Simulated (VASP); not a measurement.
V3RuN:

```
CELL_PARAMETERS angstrom
3.88997 0.00000 0.00000
0.00000 3.88997 0.00000
0.00000 0.00000 3.88997
ATOMIC_POSITIONS crystal
Ru 0.00000 0.00000 0.00000
V 0.00000 0.50000 0.50000
V 0.50000 0.00000 0.50000
V 0.50000 0.50000 0.00000
N 0.50000 0.50000 0.50000
```

- Program: VASP 6.6.1
- Task: relaxation of cell and atoms
- Functional: PBE
- Potentials or basis: VASP PAW PBE potentials, release 64 (Ru_pv, V_sv, N)
- Cutoff: 600 eV
- k mesh: 5 × 5 × 5, shifted
- Occupations: fermi-dirac, width 0.1 eV
- Spin: non-collinear spin, zero start, spin-orbit coupling
- Starting moments: [[0.0, 0.0, 0.0], [0.0, 0.0, 0.0], [0.0, 0.0, 0.0], [0.0, 0.0, 0.0], [0.0, 0.0, 0.0]] μB

At the start: pressure 5.2 GPa; volume 11.77 Å³/atom.

How do energy, volume and symmetry change on relaxing?

Over 3 steps the energy falls by 3.9 meV/atom and the volume is 12.02 Å³/atom (+2.1 %); space group Pm-3m (No. 221, to 0.05 Å); moment 0.00 μB per cell.

The path:
```tsv
step	energy change (eV)	largest force (eV/Å)	pressure (GPa)	volume (Å³)
1	0.0000	0.0000	5.22	58.86
2	0.0355	0.0000	-8.00	62.19
3	-0.0193	0.0000	-0.05	60.08
```

Final structure:
```
CELL_PARAMETERS angstrom
3.91653 0.00000 0.00000
0.00000 3.91653 0.00000
0.00000 0.00000 3.91653
ATOMIC_POSITIONS crystal
Ru 0.00000 0.00000 0.00000
V 0.00000 0.50000 0.50000
V 0.50000 0.00000 0.50000
V 0.50000 0.50000 0.00000
N 0.50000 0.50000 0.50000
```
